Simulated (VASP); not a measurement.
Input of a VASP 6.6.1 run:

Contents of INCAR:

```
SYSTEM = TeP2
ALGO = Normal
EDIFF = 1E-6
EDIFFG = -0.04
ENCUT = 600
GGA = PE
IBRION = 2
ISIF = 3
ISMEAR = 0
LASPH = .True.
LCHARG = .False.
LREAL = .False.
LWAVE = .False.
NELM = 100
NSW = 90
PREC = Accurate
SIGMA = 0.1
```

Contents of KPOINTS:

```
k-points
0
Gamma
  6 6 4
  0 0 0
```

POSCAR

```
TeP2
1.0
    3.2369182000      0.0000000000      0.0000000000
    0.0000000000      3.2369182000      0.0000000000
    0.0000000000      0.0000000000      6.6785747700
Te P
1 2
Direct
    0.0000000000      0.0000000000      0.0000000000
    0.5000000000      0.5000000000      0.2949999900
    0.5000000000      0.5000000000      0.7050000100
```

Potentials or basis: VASP PAW PBE potentials, release 64 (Te, P).

Launch:

```bash
$ cat potpaw_PBE.64/Te/POTCAR potpaw_PBE.64/P/POTCAR > POTCAR
$ mpirun -np 1 vasp_std > vasp.out
```

Task: Estimate the band gap on the k mesh.

Result: Zero (bands 8 and 9 overlap by 3.65 eV).

Task: What does it give for the relaxed cell?

Result: a = 3.704 Å, b = 3.704 Å, c = 5.004 Å, α = 90.00°, β = 90.00°, γ = 90.00°.

Task: Predict the relaxed volume.

Result: 22.88 Å³/atom.

Task: Estimate the space group after relaxing (to 0.1 Å).

Result: P4/mmm (No. 123).

Final structure:
```
CELL_PARAMETERS angstrom
3.70356 0.00000 0.00000
0.00000 3.70356 0.00000
0.00000 0.00000 5.00385
ATOMIC_POSITIONS crystal
Te 0.00000 0.00000 0.00000
P 0.50000 0.50000 0.29351
P 0.50000 0.50000 0.70649
```

Caveat: a cell axis changed by over 15 % at a fixed basis, so the end point is rough; spin-orbit coupling is left out, which moves the levels of the heavy elements.
